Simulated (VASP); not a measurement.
# In3Pd5 (Pbam) in VASP: single point with LDA

Aim: the single point of In3Pd5 with LDA.

Program: VASP 6.6.1. These are calculated values, not measurements. Logs are shortened: lines on timing, memory, paths and dates and some standing lists are left out, and cuts for length are marked.

### Step 1. The cell of the first run

The structure is orthorhombic, space group Pbam (No. 55). Conventional cell: a = 5.614 Å, b = 11.048 Å, c = 4.250 Å, α = 90.00°, β = 90.00°, γ = 90.00°. Pd (site symmetry m) has 5 In at 2.59 to 2.87 Å and 8 Pd at 2.84 to 3.43 Å within 3.5 Å. Within 3.7 Å of Pd (site symmetry 2/m) lie 6 In at 2.81 to 2.84 Å and 8 Pd at 3.03 to 3.43 Å. Within 3.5 Å of Pd (site symmetry m) lie 6 In at 2.65 to 3.01 Å and 7 Pd at 2.93 to 3.16 Å. In (site symmetry m) has 10 Pd at 2.65 to 3.01 Å and 4 In at 3.30 to 3.57 Å within 3.6 Å. In (site symmetry 2/m) has 8 Pd at 2.59 to 2.81 Å and 4 In at 3.30 Å within 3.4 Å.

### Step 2. Single point, LDA

Input file INCAR:

```
PREC = Accurate
ENCUT = 520
EDIFF = 1E-6
ISMEAR = -1
SIGMA = 0.1
LREAL = Auto
LASPH = T
NELM = 100
ALGO = Normal
ISIF = 2
LWAVE = F
LCHARG = F
NBANDS = 103
KPAR = 2
```

Input file KPOINTS:

```
Automatic mesh
0
Gamma
  3 6 8
```

Input file POSCAR:

```
In3Pd5
1.0
   11.0480153200      0.0000000000      0.0000000000
    0.0000000000      5.6142364600      0.0000000000
    0.0000000000      0.0000000000      4.2497764900
Pd In
10 6
Direct
    0.2300000000      0.0900000000      0.0000000000
    0.7700000000      0.9100000000      0.0000000000
    0.7300000000      0.4100000000      0.0000000000
    0.2700000000      0.5900000000      0.0000000000
    0.0000000000      0.5000000000      0.0000000000
    0.5000000000      0.0000000000      0.0000000000
    0.3900000000      0.3200000000      0.5000000000
    0.6100000000      0.6800000000      0.5000000000
    0.8900000000      0.1800000000      0.5000000000
    0.1100000000      0.8200000000      0.5000000000
    0.1500000000      0.3400000000      0.5000000000
    0.8500000000      0.6600000000      0.5000000000
    0.6500000000      0.1600000000      0.5000000000
    0.3500000000      0.8400000000      0.5000000000
    0.0000000000      0.0000000000      0.0000000000
    0.5000000000      0.5000000000      0.0000000000
```

Potentials or basis: VASP PAW LDA potentials, release 64 (Pd, In_d).

Run with:

```bash
> cat potpaw_LDA.64/Pd/POTCAR potpaw_LDA.64/In_d/POTCAR > POTCAR
> mpirun -np 2 vasp_std > vasp.out
```

OUTCAR:

```text
PREC = Accurate
   ENCUT = 520
   EDIFF = 1E-6
   ISMEAR = -1
   LREAL = Auto
   LASPH = T
   NELM = 100
   ISIF = 2

 ion  position               nearest neighbor table
   1  0.230  0.090  0.000-  15 2.59  11 2.70  11 2.70   4 2.84   4 2.84  14 2.87  14 2.87  10 2.93
                            10 2.93   6 3.03   7 3.05   7 3.05   5 3.43
   2  0.770  0.910  0.000-  15 2.59  12 2.70  12 2.70   3 2.84   3 2.84  13 2.87  13 2.87   9 2.93
                             9 2.93   6 3.03   8 3.05   8 3.05   5 3.43
   3  0.730  0.410  0.000-  16 2.59  13 2.70  13 2.70   2 2.84   2 2.84  12 2.87  12 2.87   8 2.93
                             8 2.93   5 3.03   9 3.05   9 3.05   6 3.43
   4  0.270  0.590  0.000-  16 2.59  14 2.70  14 2.70   1 2.84   1 2.84  11 2.87  11 2.87   7 2.93
                             7 2.93   5 3.03  10 3.05  10 3.05   6 3.43
   5  0.000  0.500  0.000-  15 2.81  15 2.81  11 2.84  11 2.84  12 2.84  12 2.84   3 3.03   4 3.03
                            10 3.04  10 3.04   9 3.04   9 3.04   1 3.43   2 3.43
   6  0.500  0.000  0.000-  16 2.81  16 2.81  13 2.84  13 2.84  14 2.84  14 2.84   1 3.03   2 3.03
                             8 3.04   8 3.04   7 3.04   7 3.04   3 3.43   4 3.43
   7  0.390  0.320  0.500-  16 2.65  16 2.65  11 2.65  14 2.73   4 2.93   4 2.93  14 2.95  13 3.01
                             6 3.04   6 3.04   1 3.05   1 3.05   8 3.16
   8  0.610  0.680  0.500-  16 2.65  16 2.65  12 2.65  13 2.73   3 2.93   3 2.93  13 2.95  14 3.01
                             6 3.04   6 3.04   2 3.05   2 3.05   7 3.16
   9  0.890  0.180  0.500-  15 2.65  15 2.65  13 2.65  12 2.73   2 2.93   2 2.93  12 2.95  11 3.01
                             5 3.04   5 3.04   3 3.05   3 3.05  10 3.16
  10  0.110  0.820  0.500-  15 2.65  15 2.65  14 2.65  11 2.73   1 2.93   1 2.93  11 2.95  12 3.01
                             5 3.04   5 3.04   4 3.05   4 3.05   9 3.16
  11  0.150  0.340  0.500-   7 2.65   1 2.70   1 2.70  10 2.73   5 2.84   5 2.84   4 2.87   4 2.87
                            10 2.95   9 3.01  15 3.30  15 3.30  14 3.57  14 3.57  12 3.77
  12  0.850  0.660  0.500-   8 2.65   2 2.70   2 2.70   9 2.73   5 2.84   5 2.84   3 2.87   3 2.87
                             9 2.95  10 3.01  15 3.30  15 3.30  13 3.57  13 3.57  11 3.77
  13  0.650  0.160  0.500-   9 2.65   3 2.70   3 2.70   8 2.73   6 2.84   6 2.84   2 2.87   2 2.87
                             8 2.95   7 3.01  16 3.30  16 3.30  12 3.57  12 3.57  14 3.77
  14  0.350  0.840  0.500-  10 2.65   4 2.70   4 2.70   7 2.73   6 2.84   6 2.84   1 2.87   1 2.87
                             7 2.95   8 3.01  16 3.30  16 3.30  11 3.57  11 3.57  13 3.77
  15  0.000  0.000  0.000-   1 2.59   2 2.59   9 2.65  10 2.65   9 2.65  10 2.65   5 2.81   5 2.81
                            12 3.30  11 3.30  12 3.30  11 3.30
  16  0.500  0.500  0.000-   3 2.59   4 2.59   7 2.65   8 2.65   7 2.65   8 2.65   6 2.81   6 2.81
                            14 3.30  13 3.30  14 3.30  13 3.30

  LATTYP: Found a simple orthorhombic cell.
 ALAT       =     4.2497764900
 B/A-ratio  =     1.3210662898
 C/A-ratio  =     2.5996697346

  Lattice vectors:

 A1 = (   0.0000000000,   0.0000000000,  -4.2497764900)
 A2 = (   0.0000000000,   5.6142364600,   0.0000000000)
 A3 = (  11.0480153200,   0.0000000000,   0.0000000000)

Analysis of symmetry for initial positions (statically):
=====================================================================
 Subroutine PRICEL returns:
 Original cell was already a primitive cell.

 Routine SETGRP: Setting up the symmetry group for a
 simple orthorhombic supercell.

 Subroutine GETGRP returns: Found  8 space group operations
 (whereof  4 operations were pure point group operations)
 out of a pool of  8 trial point group operations.

The static configuration has the point symmetry C_2h.
 The point group associated with its full space group is D_2h.

Analysis of symmetry for dynamics (positions and initial velocities):
=====================================================================
 Subroutine PRICEL returns:
 Original cell was already a primitive cell.

 Routine SETGRP: Setting up the symmetry group for a
 simple orthorhombic supercell.

 Subroutine GETGRP returns: Found  8 space group operations
 (whereof  4 operations were pure point group operations)
 out of a pool of  8 trial point group operations.

The dynamic configuration has the point symmetry C_2h.
 The point group associated with its full space group is D_2h.

 Subroutine INISYM returns: Found  8 space group operations
 (whereof  4 operations are pure point group operations),
 and found     1 'primitive' translations

----------------------------------------------------------------------------------------

                                     Primitive cell

  volume of cell :     263.5974

  direct lattice vectors                    reciprocal lattice vectors
[... 58 lines left out ...]

  Length of vectors
     0.030171332  0.029686435  0.029413312

  Shift w.r.t. Gamma in fractional coordinates (k-lattice)
     0.000000000  0.000000000  0.000000000

 Subroutine IBZKPT returns following result:
 ===========================================

 Found     40 irreducible k-points:

 Following reciprocal coordinates:
            Coordinates               Weight
  0.000000  0.000000  0.000000      1.000000
  0.333333  0.000000  0.000000      2.000000
  0.000000  0.166667  0.000000      2.000000
  0.333333  0.166667  0.000000      4.000000
  0.000000  0.333333  0.000000      2.000000
  0.333333  0.333333  0.000000      4.000000
[... 16 lines left out ...]
  0.000000  0.500000  0.250000      2.000000
  0.333333  0.500000  0.250000      4.000000
 [... further k-points ...]
   k-points           NKPTS =     40   k-points in BZ     NKDIM =     40   number of bands    NBANDS=    103
   number of dos      NEDOS =    301   number of ions     NIONS =     16
   total plane-waves  NPLWV = 112896
   dimension x,y,z NGX =    84 NGY =   42 NGZ =   32
   dimension x,y,z NGXF=   168 NGYF=   84 NGZF=   64
   ions per type =              10   6
   NGX,Y,Z   is equivalent  to a cutoff of  12.64, 12.44, 12.52 a.u.
   NGXF,Y,Z  is equivalent  to a cutoff of  25.28, 24.87, 25.04 a.u.
 SYSTEM =  unknown system
   PREC   = accura    normal or accurate (medium, high low for compatibility)
   ISTART =      0    job   : 0-new  1-cont  2-samecut
   ICHARG =      2    charge: 1-file 2-atom 10-const
   ISPIN  =      1    spin polarized calculation?
   LNONCOLLINEAR =      F non collinear calculations
   LSORBIT =      F    spin-orbit coupling
   LASPH  =      T    aspherical Exc in radial PAW
   ENCUT  =  520.0 eV  38.22 Ry    6.18 a.u.  20.54 10.44  7.90*2*pi/ulx,y,z
   NELM   =    100;   NELMIN=  2; NELMDL= -5     # of ELM steps
   EDIFF  = 0.1E-05   stopping-criterion for ELM
   LREAL  =      T    real-space projection
   EDIFFG = 0.1E-04   stopping-criterion for IOM
   NSW    =      0    number of steps for IOM
   IBRION =     -1    ionic relax: 0-MD 1-quasi-New 2-CG
   NFREE  =      0    steps in history (QN), initial steepest desc. (CG)
   ISIF   =      2    stress and relaxation
   ISYM   =      2    0-nonsym 1-usesym 2-fastsym
   POTIM  = 0.5000    time-step for ionic-motion
   TEBEG  =    0.0;   TEEND  =   0.0 temperature during run
   PSTRESS=    0.0 pullay stress
   NELECT =     178.0000    total number of electrons
   NUPDOWN=      -1.0000    fix difference up-down
   EMIN   =  10.00;   EMAX   =-10.00  energy-range for DOS
   EFERMI =   0.00;   METHOD = LEGACY
   ISMEAR =    -1;   SIGMA  =   0.10  broadening in eV -4-tet -1-fermi 0-gaus
   EFERMI_NEDOS =   21; number of points for ismear=-14 and -15
   IALGO  =     38    algorithm
   IMIX   =      4    mixing-type and parameters
     AMIX     =   0.40;   BMIX     =  1.00
     AMIX_MAG =   1.60;   BMIX_MAG =  1.00
  volume/ion in A,a.u.               =      16.47       111.18
  Fermi-wavevector in a.u.,A,eV,Ry     =   1.436265  2.714147 28.066863  2.062856
  Thomas-Fermi vector in A             =   2.555472
   LORBIT       =      0    0 simple, 1 ext, 2 COOP (PROOUT), +10 PAW based schemes
   GGA     = CA    functional components
   LHFCALC =     F    Hartree Fock is set to
   AEXX    =    0.0000 exact exchange contribution
   IVDW    =     0    specifies the selected vdW correction
   LEPSILON=     F    determine dielectric tensor
   LRPA    =     F    only Hartree local field effects (RPA)
 non-spin polarized calculation
  energy-cutoff  :      520.00
  volume of cell :      263.60
 maximum number of plane-waves:      7142
 NGX is ok and might be reduce to    84
   NGX = 41   NGY = 21   NGZ = 15

 number of electron     178.0000017 magnetization

 Free energy of the ion-electron system (eV)
  ---------------------------------------------------
  ext. energy  EPLUGINS =         0.00000000
  ---------------------------------------------------
  free energy    TOTEN  =       -92.78986203 eV

  energy without entropy =      -92.58204631  energy(sigma->0) =      -92.68595417

 E-fermi :  10.3185     XC(G=0): -12.8561

 val. band max:       10.3093957158   @ k =   0.3333   0.3333   0.5000
 cond. band min:      10.3196117153   @ k =   0.3333   0.0000   0.0000
 fundamental gap:      0.0102159995
 Fermi energy:        10.3185414590

 k-point     1 :       0.0000    0.0000    0.0000
  band No.  band energies     occupation
      1      -4.2608      2.00000
      2      -4.2525      2.00000
      3      -4.2504      2.00000
      4      -4.2418      2.00000
      5      -4.1847      2.00000
      6      -4.1773      2.00000
[... 2485 lines left out ...]
    100      14.4596      0.00000
    101      15.5716      0.00000

 [... further k-points ...]

 [bands above 101 left out]

------------------------ aborting loop because EDIFF is reached ----------------------------------------

  FORCE on cell =-STRESS in cart. coord.  units (eV):
  Direction    XX          YY          ZZ          XY          YZ          ZX
  --------------------------------------------------------------------------------------
  -------------------------------------------------------------------------------------
  Total       -2.2767607     -7.5048717     -5.5984246      0.0000000      0.0000000      0.0000000
  in kB      -13.8384326    -45.6155374    -34.0279165      0.0000000      0.0000000      0.0000000
  external PRESSURE =     -31.1606289 kB  Pullay stress =       0.0000000 kB

 VOLUME and BASIS-vectors are now :
 -----------------------------------------------------------------------------
  energy-cutoff  :      520.00
  volume of cell :      263.60
      direct lattice vectors                 reciprocal lattice vectors
    11.048015320  0.000000000  0.000000000     0.090513995  0.000000000  0.000000000
     0.000000000  5.614236460  0.000000000     0.000000000  0.178118611  0.000000000
     0.000000000  0.000000000  4.249776490     0.000000000  0.000000000  0.235306493

 POSITION                                       TOTAL-FORCE (eV/Angst)
 -----------------------------------------------------------------------------------
      2.54104      0.50528      0.00000         0.979928     -0.059590      0.000000
      8.50697      5.10896      0.00000        -0.979928      0.059590     -0.000000
      8.06505      2.30184      0.00000         0.979928      0.059590     -0.000000
      2.98296      3.31240      0.00000        -0.979928     -0.059590      0.000000
      0.00000      2.80712      0.00000         0.000000      0.000000      0.000000
      5.52401      0.00000      0.00000         0.000000      0.000000      0.000000
[... 8 lines left out ...]
      0.00000      0.00000      0.00000         0.000000      0.000000      0.000000
      5.52401      2.80712      0.00000         0.000000      0.000000      0.000000
 -----------------------------------------------------------------------------------
    total drift:                                0.000000     -0.000000      0.000000

  FREE ENERGIE OF THE ION-ELECTRON SYSTEM (eV)
  ---------------------------------------------------
  free  energy   TOTEN  =       -92.7898620293 eV

  energy  without entropy=      -92.5820463114  energy(sigma->0) =      -92.68595417
```

It took 13 min on 2 MPI ranks of Intel Xeon Platinum 8259CL at 2.50GHz (Skylake/Cascade Lake), shared host; peak memory 0.7 GiB.

Results:

```
Free energy            : -92.7899 eV
Pressure               : -3.1 GPa
Largest force          : 0.982 eV/Å
Band gap on the k mesh : zero (bands 89 and 90 overlap by 2.38 eV)
```

Forces on the atoms (eV/Å):
```
Pd   0.980 -0.060  0.000
Pd  -0.980  0.060  0.000
Pd   0.980  0.060  0.000
Pd  -0.980 -0.060  0.000
Pd   0.000  0.000  0.000
Pd   0.000  0.000  0.000
Pd   0.268 -0.414  0.000
Pd  -0.268  0.414  0.000
Pd   0.268  0.414  0.000
Pd  -0.268 -0.414  0.000
In  -0.678  0.320  0.000
In   0.678 -0.320  0.000
In  -0.678 -0.320  0.000
In   0.678  0.320  0.000
In   0.000  0.000  0.000
In   0.000  0.000  0.000
```

Stress tensor (GPa, compression positive):
```
-1.38  0.00  0.00
 0.00 -4.56  0.00
 0.00  0.00 -3.40
```

Caveat: the cell stands under tension; spin-orbit coupling is left out, which moves the levels of the heavy elements.
